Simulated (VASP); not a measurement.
Input of a VASP 6.6.1 run:

The input INCAR:

```
SYSTEM = In3As
  PREC = Accurate
  ENCUT = 520
  EDIFF = 1E-6
  ISMEAR = -1
  SIGMA = 0.05
  LREAL = .FALSE.
  LASPH = .TRUE.
  NELM = 100
  ALGO = Fast
  ISIF = 2
  LWAVE = .FALSE.
  LCHARG = .FALSE.
  GGA = PE
  NBANDS = 30
```

The input KPOINTS:

```
regular mesh
0
G
  6 6 6
  0 0 0
```

File POSCAR:

```
In3As
1.0
    4.6939951899      0.0000000000      0.0000000000
    0.0000000000      4.6939951899      0.0000000000
    0.0000000000      0.0000000000      4.6939951899
In As
3 1
Direct
    0.5000000000      0.5000000000      0.0000000000
    0.5000000000      0.0000000000      0.5000000000
    0.0000000000      0.5000000000      0.5000000000
    0.0000000000      0.0000000000      0.0000000000
```

Potentials or basis: VASP PAW PBE potentials, release 64 (In_d, As).

Run with:

```sh
$ cat potpaw_PBE.64/In_d/POTCAR potpaw_PBE.64/As/POTCAR > POTCAR
$ mpirun -np 1 vasp_std > vasp.out
```

Predict the band gap on the k mesh.

zero (bands 22 and 23 overlap by 3.76 eV).

Estimate the pressure.

0.0 GPa.

Caveat: spin-orbit coupling is left out, which moves the levels of the heavy elements.
